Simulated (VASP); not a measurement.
# Si (a cell with a defect) in VASP: a series of runs

Si (a cell with a defect) is run at these levels: PBEsol; tasks: single point.

Everything below comes from runs of VASP 6.6.1. Logs are shortened: lines on timing, memory, paths and dates and some standing lists are left out, and cuts for length are marked.

## 1. The cell of the first run

The cell holds a defect, 17 atoms: a = 7.679 Å, b = 7.679 Å, c = 7.679 Å, α = 60.00°, β = 60.00°, γ = 60.00°.

## 2. Single point, PBEsol

File INCAR:

```
PREC = Accurate
ENCUT = 520
EDIFF = 1E-6
ISMEAR = -1
SIGMA = 0.02
LREAL = Auto
LASPH = True
NELM = 100
ALGO = Normal
ISIF = 2
LWAVE = False
LCHARG = True
GGA = PS
LELF = True
LVHAR = True
NBANDS = 48
```

File KPOINTS:

```
Automatic mesh
0
Gamma
  2 2 2
```

File POSCAR:

```
Si
1.0
    0.0000000000      5.4300000000      5.4300000000
    5.4300000000      0.0000000000      5.4300000000
    5.4300000000      5.4300000000      0.0000000000
Si
17
Direct
    0.0003296831      0.0004114947      0.0003857521
    0.1250464113      0.1248967002      0.1249381117
    0.0004244892      0.0006131940      0.4986187409
    0.1217778405      0.1222364125      0.6279651299
    0.0004596955      0.4985621920      0.0006112828
    0.1218285681      0.6279660078      0.1221665606
   -0.0066900653      0.5023399748      0.5023052875
    0.1219436182      0.6281675728      0.6281855342
    0.4987696315      0.0004804654      0.0004431612
    0.6279879509      0.1220632029      0.1219428791
    0.5018904293     -0.0056558136      0.5019479016
    0.6280520868      0.1223170098      0.6280140109
    0.5019756134      0.5020675422     -0.0059318653
    0.6280856224      0.6280298415      0.1222318031
    0.5022754411      0.5024997380      0.5024502514
    0.6246927905      0.6257024549      0.6254328104
    0.3747149133      0.3756804202      0.3754299881
```

Potentials or basis: VASP PAW PBE potentials, release 64 (Si).

Started as:

```bash
$ cat potpaw_PBE.64/Si/POTCAR > POTCAR
$ mpirun -np 1 vasp_std > vasp.out
```

OUTCAR:

```text
PREC = Accurate
   ENCUT = 520
   EDIFF = 1E-6
   ISMEAR = -1
   LREAL = Auto
   LASPH = True
   NELM = 100
   ISIF = 2
   GGA = PS

 ion  position               nearest neighbor table
   1  0.000  0.000  0.000-  10 2.33   4 2.34   6 2.34   2 2.34
   2  0.125  0.125  0.125-   5 2.34   3 2.34   9 2.34   1 2.34
   3  0.000  0.001  0.499-   4 2.33  12 2.34   8 2.34   2 2.34
   4  0.122  0.122  0.628-   3 2.33   1 2.34   7 2.38  11 2.38  17 2.75
   5  0.000  0.499  0.001-   6 2.33  14 2.34   8 2.34   2 2.34
   6  0.122  0.628  0.122-   5 2.33   1 2.34   7 2.38  13 2.38  17 2.75
   7  0.993  0.502  0.502-  16 2.31   4 2.38   6 2.38   8 2.38  17 2.39
   8  0.122  0.628  0.628-   5 2.34   3 2.34  15 2.38   7 2.38  17 2.74
   9  0.499  0.000  0.000-  10 2.33  12 2.34  14 2.34   2 2.34
  10  0.628  0.122  0.122-   9 2.33   1 2.33  13 2.38  11 2.38  17 2.75
  11  0.502  0.994  0.502-  16 2.31  10 2.38   4 2.38  12 2.38  17 2.39
  12  0.628  0.122  0.628-   3 2.34   9 2.34  15 2.38  11 2.38  17 2.75
  13  0.502  0.502  0.994-  16 2.31  10 2.38   6 2.38  14 2.38  17 2.39
  14  0.628  0.628  0.122-   5 2.34   9 2.34  15 2.38  13 2.38  17 2.75
  15  0.502  0.502  0.502-  16 2.31  12 2.38  14 2.38   8 2.38  17 2.39
  16  0.625  0.626  0.625-  15 2.31   7 2.31  13 2.31  11 2.31
  17  0.375  0.376  0.375-  11 2.39  13 2.39  15 2.39   7 2.39   8 2.74  14 2.75  12 2.75   6 2.75
                             4 2.75  10 2.75

  LATTYP: Found a face centered cubic cell.
 ALAT       =    10.8600000000

  Lattice vectors:

 A1 = (   0.0000000000,   5.4300000000,   5.4300000000)
 A2 = (   5.4300000000,   0.0000000000,   5.4300000000)
 A3 = (   5.4300000000,   5.4300000000,   0.0000000000)

Analysis of symmetry for initial positions (statically):
=====================================================================
 Subroutine PRICEL returns:
 Original cell was already a primitive cell.

 Routine SETGRP: Setting up the symmetry group for a
 face centered cubic supercell.

 Subroutine GETGRP returns: Found  1 space group operations
 (whereof  1 operations were pure point group operations)
 out of a pool of 48 trial point group operations.

The static configuration has the point symmetry C_1 .

Analysis of symmetry for dynamics (positions and initial velocities):
=====================================================================
 Subroutine PRICEL returns:
 Original cell was already a primitive cell.

 Routine SETGRP: Setting up the symmetry group for a
 face centered cubic supercell.

 Subroutine GETGRP returns: Found  1 space group operations
 (whereof  1 operations were pure point group operations)
 out of a pool of 48 trial point group operations.

The dynamic configuration has the point symmetry C_1 .

 Subroutine INISYM returns: Found  1 space group operations
 (whereof  1 operations are pure point group operations),
 and found     1 'primitive' translations

----------------------------------------------------------------------------------------

                                     Primitive cell

  volume of cell :     320.2060

  direct lattice vectors                    reciprocal lattice vectors
     0.000000000  5.430000000  5.430000000    -0.092081031  0.092081031  0.092081031
     5.430000000  0.000000000  5.430000000     0.092081031 -0.092081031  0.092081031
     5.430000000  5.430000000  0.000000000     0.092081031  0.092081031 -0.092081031

  length of vectors
     7.679179644  7.679179644  7.679179644     0.159489025  0.159489025  0.159489025

  position of ions in fractional coordinates (direct lattice)
     0.000329683  0.000411495  0.000385752
     0.125046411  0.124896700  0.124938112
     0.000424489  0.000613194  0.498618741
     0.121777841  0.122236413  0.627965130
     0.000459695  0.498562192  0.000611283
     0.121828568  0.627966008  0.122166561
[... 9 lines left out ...]
     0.624692790  0.625702455  0.625432810
     0.374714913  0.375680420  0.375429988

  ion indices of the primitive-cell ions
   primitive index   ion index
                 1           1
                 2           2
                 3           3
                 4           4
                 5           5
                 6           6
[... 9 lines left out ...]
                16          16
                17          17

----------------------------------------------------------------------------------------

 KPOINTS: Automatic mesh

Automatic generation of k-mesh.
 Grid dimensions read from file:
 generate k-points for:    2    2    2

 Generating k-lattice:

  Cartesian coordinates                     Fractional coordinates (reciprocal lattice)
    -0.046040516  0.046040516  0.046040516     0.500000000  0.000000000  0.000000000
     0.046040516 -0.046040516  0.046040516     0.000000000  0.500000000  0.000000000
     0.046040516  0.046040516 -0.046040516     0.000000000  0.000000000  0.500000000

  Length of vectors
     0.079744512  0.079744512  0.079744512

[... 38 lines left out ...]
   EDIFFG = 0.1E-04   stopping-criterion for IOM
   NSW    =      0    number of steps for IOM
   IBRION =     -1    ionic relax: 0-MD 1-quasi-New 2-CG
   NFREE  =      0    steps in history (QN), initial steepest desc. (CG)
   ISIF   =      2    stress and relaxation
   ISYM   =      2    0-nonsym 1-usesym 2-fastsym
   POTIM  = 0.5000    time-step for ionic-motion
   TEBEG  =    0.0;   TEEND  =   0.0 temperature during run
   PSTRESS=    0.0 pullay stress
   NELECT =      68.0000    total number of electrons
   NUPDOWN=      -1.0000    fix difference up-down
   EMIN   =  10.00;   EMAX   =-10.00  energy-range for DOS
   EFERMI =   0.00;   METHOD = LEGACY
   ISMEAR =    -1;   SIGMA  =   0.02  broadening in eV -4-tet -1-fermi 0-gaus
   EFERMI_NEDOS =   21; number of points for ismear=-14 and -15
   IALGO  =     38    algorithm
   IMIX   =      4    mixing-type and parameters
     AMIX     =   0.40;   BMIX     =  1.00
     AMIX_MAG =   1.60;   BMIX_MAG =  1.00
  volume/ion in A,a.u.               =      18.84       127.11
  Fermi-wavevector in a.u.,A,eV,Ry     =   0.976715  1.845724 12.979587  0.953973
  Thomas-Fermi vector in A             =   2.107356
   LORBIT       =      0    0 simple, 1 ext, 2 COOP (PROOUT), +10 PAW based schemes
   GGA     = PS    functional components
   LHFCALC =     F    Hartree Fock is set to
   AEXX    =    0.0000 exact exchange contribution
   IVDW    =     0    specifies the selected vdW correction
   LEPSILON=     F    determine dielectric tensor
   LRPA    =     F    only Hartree local field effects (RPA)
 non-spin polarized calculation
  energy-cutoff  :      520.00
  volume of cell :      320.21
 maximum number of plane-waves:      8646
 NGX is ok and might be reduce to    60
   NGX = 29   NGY = 29   NGZ = 29

 number of electron      68.0000001 magnetization

 Free energy of the ion-electron system (eV)
  ---------------------------------------------------
  ext. energy  EPLUGINS =         0.00000000
  ---------------------------------------------------
  free energy    TOTEN  =       -93.92828569 eV

  energy without entropy =      -93.91666746  energy(sigma->0) =      -93.92247658

 E-fermi :   6.7919     XC(G=0):  -9.8061

 val. band max:        6.5652997422   @ k =   0.0000   0.0000   0.0000
 cond. band min:       6.8103530185   @ k =   0.0000   0.5000   0.5000
 fundamental gap:      0.2450532763
 Fermi energy:         6.7918574279

 k-point     1 :       0.0000    0.0000    0.0000
  band No.  band energies     occupation
      1      -6.3892      2.00000
      2      -3.8275      2.00000
      3      -3.6846      2.00000
      4      -3.6836      2.00000
      5      -3.6832      2.00000
      6      -2.8735      2.00000
[... 38 lines left out ...]
     45       8.0215      0.00000
     46       8.9735      0.00000

 k-point     2 :       0.5000    0.0000    0.0000
  band No.  band energies     occupation
      1      -5.9880      2.00000
      2      -5.0187      2.00000
      3      -3.6293      2.00000
      4      -3.4894      2.00000
      5      -3.4871      2.00000
      6      -3.0053      2.00000
[... 286 lines left out ...]
 k-point     8 :       0.5000    0.0000    0.5000
  band No.  band energies     occupation
      1      -5.8550      2.00000
      2      -4.7887      2.00000
      3      -4.0465      2.00000
      4      -3.9390      2.00000
      5      -3.9387      2.00000
      6      -3.6821      2.00000
[... 38 lines left out ...]
     45      10.0357      0.00000
     46      10.0364      0.00000
 [bands above 46 left out]

------------------------ aborting loop because EDIFF is reached ----------------------------------------

  FORCE on cell =-STRESS in cart. coord.  units (eV):
  Direction    XX          YY          ZZ          XY          YZ          ZX
  --------------------------------------------------------------------------------------
  -------------------------------------------------------------------------------------
  Total        6.9810986      6.9870508      6.9866226     -0.0005392     -0.0060131     -0.0013725
  in kB       34.9305056     34.9602879     34.9581452     -0.0026979     -0.0300872     -0.0068676
  external PRESSURE =      34.9496462 kB  Pullay stress =       0.0000000 kB

 VOLUME and BASIS-vectors are now :
 -----------------------------------------------------------------------------
  energy-cutoff  :      520.00
  volume of cell :      320.21
      direct lattice vectors                 reciprocal lattice vectors
     0.000000000  5.430000000  5.430000000    -0.092081031  0.092081031  0.092081031
     5.430000000  0.000000000  5.430000000     0.092081031 -0.092081031  0.092081031
     5.430000000  5.430000000  0.000000000     0.092081031  0.092081031 -0.092081031

 POSITION                                       TOTAL-FORCE (eV/Angst)
 -----------------------------------------------------------------------------------
      0.00433      0.00388      0.00402         0.013405      0.018339      0.017067
      1.35660      1.35742      1.35719        -0.000195      0.000112     -0.000014
      2.71083      2.70980      0.00563        -0.017419     -0.013191      0.010744
      4.07359      4.07110      1.32500         0.002273      0.004918      0.010661
      2.71051      0.00582      2.70969        -0.016050      0.010747     -0.013119
      4.07322      1.32489      4.07138         0.003621      0.009536      0.005165
[... 9 lines left out ...]
      6.79366      6.78818      6.78965        -0.003044     -0.000058     -0.001167
      4.07853      4.07329      4.07465        -0.000003     -0.000680     -0.000506
 -----------------------------------------------------------------------------------
    total drift:                               -0.009487     -0.002848     -0.004097

  FREE ENERGIE OF THE ION-ELECTRON SYSTEM (eV)
  ---------------------------------------------------
  free  energy   TOTEN  =       -93.9282856914 eV

  energy  without entropy=      -93.9166674647  energy(sigma->0) =      -93.92247658
```

Run time: 6.2 min. Hardware: 1 thread of Intel Xeon 8259CL, shared host; peak memory 0.47 GiB.

What came out:

```yaml
Free_energy: -93.9283 eV
Pressure: 3.5 GPa
Largest_force: 0.028 eV/Å
Band_gap_on_the_k_mesh: zero (bands 34 and 35 overlap by 0.25 eV)
```

Forces on the atoms (eV/Å):
```
Si   0.013  0.018  0.017
Si   0.000  0.000  0.000
Si  -0.017 -0.013  0.011
Si   0.002  0.005  0.011
Si  -0.016  0.011 -0.013
Si   0.004  0.010  0.005
Si   0.012 -0.006 -0.004
Si  -0.008 -0.001  0.000
Si   0.011 -0.017 -0.018
Si   0.015  0.002  0.001
Si  -0.011  0.017 -0.015
Si   0.000 -0.009 -0.004
Si  -0.010 -0.013  0.016
Si   0.001 -0.005 -0.008
Si   0.008  0.002  0.003
Si  -0.003  0.000 -0.001
Si   0.000 -0.001 -0.001
```

Levels at points of the mesh, in eV from the Fermi level:
| k point | band 31 | band 32 | band 33 | band 34 | band 35 | band 36 | band 37 | band 38 |
| --- | --- | --- | --- | --- | --- | --- | --- | --- |
| (0.00, 0.00, 0.00) | -0.76 | -0.76 | -0.76 | -0.23 | -0.23 | -0.23 | 0.05 | 0.05 |
| (0.50, 0.00, 0.00) | -1.51 | -1.35 | -1.35 | -0.33 | 0.52 | 0.53 | 0.88 | 0.88 |
| (0.00, 0.50, 0.00) | -1.51 | -1.35 | -1.35 | -0.33 | 0.52 | 0.53 | 0.88 | 0.88 |
| (0.00, 0.00, 0.50) | -1.51 | -1.35 | -1.35 | -0.33 | 0.52 | 0.53 | 0.88 | 0.88 |
| (0.50, 0.50, 0.50) | -1.51 | -1.35 | -1.35 | -0.33 | 0.52 | 0.53 | 0.88 | 0.88 |
| (0.50, 0.50, 0.00) | -1.95 | -1.81 | -0.96 | 0.02 | 0.72 | 1.04 | 1.05 | 1.15 |
| (0.00, 0.50, 0.50) | -1.95 | -1.81 | -0.96 | 0.02 | 0.72 | 1.04 | 1.05 | 1.15 |
| (0.50, 0.00, 0.50) | -1.95 | -1.81 | -0.96 | 0.02 | 0.72 | 1.04 | 1.05 | 1.15 |

Caveat: the k points lie up to 0.50 Å⁻¹ apart; the PAW data sets were made with another functional, which shifts forces and pressure a little.

## 3. Single point, PBEsol

INCAR, as its differences from that of step 2:

```diff
@@ -7,3 +7,3 @@
 LASPH = True
-NELM = 100
+NELM = 80
 ALGO = Normal
```

File KPOINTS:

```
regular mesh
0
Gamma
  2 2 2
```

File POSCAR:

```
Si
1.0
    0.0000000000      5.4300000000      5.4300000000
    5.4300000000      0.0000000000      5.4300000000
    5.4300000000      5.4300000000      0.0000000000
Si
17
Direct
   -0.0031024862     -0.0026837017      0.0023253223
    0.1231293738      0.1236687845      0.1298229282
   -0.0002780847      0.0011200737      0.4985224678
    0.1224733886      0.1233671271      0.6221809392
   -0.0031280847      0.5038209024      0.0022409761
    0.1261488029      0.6250618785      0.1240370166
   -0.0035559853      0.5038108656      0.4963699816
    0.1224502762      0.6324843462      0.6220696133
    0.5031302026     -0.0027464088      0.0025817680
    0.6245675875      0.1262593002      0.1243482505
    0.5027004604     -0.0027374770      0.4967514733
    0.6310475138      0.1233994475      0.6225117864
    0.4999378453      0.5000767035      0.0000133517
    0.6245124309      0.6250737569      0.1242470534
    0.5027071823      0.5037313076      0.4966429098
    0.6241560773      0.6249813076      0.6262487109
    0.2496812155      0.2512278085      0.7484436464
```

Potentials or basis: VASP PAW PBE potentials, release 64 (Si).

Started as:

```bash
$ cat potpaw_PBE.64/Si/POTCAR > POTCAR
$ mpirun -np 1 vasp_std > vasp.out
```

Run time: 6.4 min. Hardware: 1 thread of Intel Xeon 8259CL, shared host; peak memory 0.47 GiB.

The run converged. Its results:

```
Free energy            : -93.9280 eV
Pressure               : 3.5 GPa
Largest force          : 0.035 eV/Å
Band gap on the k mesh : zero (bands 34 and 35 overlap by 0.25 eV)
```

Forces in eV/Å, atoms in the order of the input:
```
Si   0.003 -0.003  0.018
Si   0.020  0.017 -0.017
Si   0.001 -0.003  0.001
Si  -0.006 -0.012 -0.006
Si  -0.015  0.000 -0.003
Si  -0.018  0.022  0.013
Si  -0.004  0.019  0.000
Si   0.007 -0.010  0.007
Si   0.001 -0.028  0.002
Si   0.025 -0.013  0.020
Si   0.012 -0.005  0.006
Si  -0.010  0.009  0.013
Si   0.000 -0.002  0.001
Si  -0.021 -0.010 -0.025
Si  -0.006 -0.001 -0.013
Si   0.014  0.019 -0.017
Si  -0.001  0.001 -0.001
```

Levels at points of the mesh, in eV from the Fermi level:
```tsv
k point	band 31	band 32	band 33	band 34	band 35	band 36	band 37	band 38
(0.00, 0.00, 0.00)	-0.76	-0.76	-0.76	-0.23	-0.23	-0.23	0.05	0.05
(0.50, 0.00, 0.00)	-1.51	-1.35	-1.35	-0.33	0.52	0.53	0.88	0.88
(0.00, 0.50, 0.00)	-1.51	-1.35	-1.35	-0.33	0.52	0.53	0.88	0.88
(0.00, 0.00, 0.50)	-1.51	-1.35	-1.35	-0.33	0.52	0.52	0.88	0.88
(0.50, 0.50, 0.50)	-1.51	-1.35	-1.35	-0.33	0.52	0.53	0.88	0.88
(0.50, 0.50, 0.00)	-1.95	-1.81	-0.96	0.02	0.72	1.04	1.05	1.15
(0.00, 0.50, 0.50)	-1.95	-1.81	-0.96	0.02	0.72	1.04	1.05	1.15
(0.50, 0.00, 0.50)	-1.95	-1.81	-0.96	0.02	0.72	1.04	1.05	1.15
```

Caveat: the k points lie up to 0.50 Å⁻¹ apart; the PAW data sets were made with another functional, which shifts forces and pressure a little.

## 4. Single point, PBEsol

File INCAR:

```
PREC = Accurate
ENCUT = 520
EDIFF = 1E-7
ISMEAR = -1
SIGMA = 0.02
LREAL = Auto
LASPH = T
NELM = 80
ALGO = Normal
ISIF = 2
LWAVE = F
LCHARG = F
GGA = PS
NBANDS = 48
```

File KPOINTS:

```
Automatic mesh
0
Gamma
  2 2 2
```

File POSCAR:

```
Si
1.0
    0.0000000000      5.4300000000      5.4300000000
    5.4300000000      0.0000000000      5.4300000000
    5.4300000000      5.4300000000      0.0000000000
Si
17
Direct
    0.0003297422      0.0004115101      0.0003857274
    0.1250464088      0.1248966851      0.1249381215
    0.0004245856      0.0006131676      0.4986186924
    0.1217778085      0.1222363720      0.6279651013
    0.0004596685      0.4985622468      0.0006112339
    0.1218286372      0.6279660221      0.1221665746
   -0.0066900552      0.5023399632      0.5023053407
    0.1219436464      0.6281675875      0.6281854512
    0.4987696133      0.0004804788      0.0004430939
    0.6279879374      0.1220632597      0.1219428177
    0.5018904236     -0.0056558011      0.5019478821
    0.6280521179      0.1223169429      0.6280139963
    0.5019755985      0.5020674954     -0.0059317680
    0.6280856354      0.6280298343      0.1222318600
    0.5022754144      0.5024997238      0.5024501842
    0.6246928177      0.6257023941      0.6254327808
    0.3747149171      0.3756804788      0.3754300184
```

Started as:

```bash
$ cat potpaw_PBE.64/Si/POTCAR > POTCAR
$ mpirun -np 1 vasp_std > vasp.out
```

Run time: 5.1 min. Hardware: 1 thread of Intel Xeon 8259CL, shared host; peak memory 0.48 GiB.

Results (log left out):

| Item | Value |
| --- | --- |
| Free energy | -93.9283 eV |
| Pressure | 3.5 GPa |
| Largest force | 0.028 eV/Å |
| Band gap on the k mesh | zero (bands 34 and 35 overlap by 0.25 eV) |

Forces in eV/Å, atoms in the order of the input:
```
Si   0.013  0.018  0.017
Si   0.000  0.000  0.000
Si  -0.017 -0.013  0.011
Si   0.002  0.005  0.011
Si  -0.016  0.011 -0.013
Si   0.004  0.010  0.005
Si   0.012 -0.006 -0.004
Si  -0.008 -0.001  0.000
Si   0.011 -0.017 -0.018
Si   0.015  0.002  0.001
Si  -0.011  0.017 -0.015
Si   0.000 -0.009 -0.004
Si  -0.010 -0.013  0.016
Si   0.001 -0.005 -0.008
Si   0.008  0.002  0.003
Si  -0.003  0.000 -0.001
Si   0.000 -0.001 -0.001
```

Levels at points of the mesh, in eV from the Fermi level:
```tsv
k point	band 30	band 31	band 32	band 33	band 34	band 35	band 36	band 37	band 38	band 39
(0.00, 0.00, 0.00)	-1.67	-0.76	-0.76	-0.76	-0.23	-0.23	-0.23	0.05	0.05	0.43
(0.50, 0.00, 0.00)	-1.51	-1.51	-1.35	-1.35	-0.33	0.52	0.53	0.88	0.88	1.30
(0.00, 0.50, 0.00)	-1.51	-1.51	-1.35	-1.35	-0.33	0.52	0.53	0.88	0.88	1.30
(0.00, 0.00, 0.50)	-1.51	-1.51	-1.35	-1.35	-0.33	0.52	0.53	0.88	0.88	1.30
(0.50, 0.50, 0.50)	-1.51	-1.51	-1.35	-1.35	-0.33	0.52	0.53	0.88	0.88	1.30
(0.50, 0.50, 0.00)	-1.95	-1.95	-1.81	-0.96	0.02	0.72	1.04	1.05	1.15	1.90
(0.00, 0.50, 0.50)	-1.95	-1.95	-1.81	-0.96	0.02	0.72	1.04	1.05	1.15	1.90
(0.50, 0.00, 0.50)	-1.95	-1.95	-1.81	-0.96	0.02	0.72	1.04	1.05	1.15	1.90
```

Caveat: the k points lie up to 0.50 Å⁻¹ apart; the PAW data sets were made with another functional, which shifts forces and pressure a little.

The gap in the log of VASP goes by the Fermi energy; the results here count the filled bands.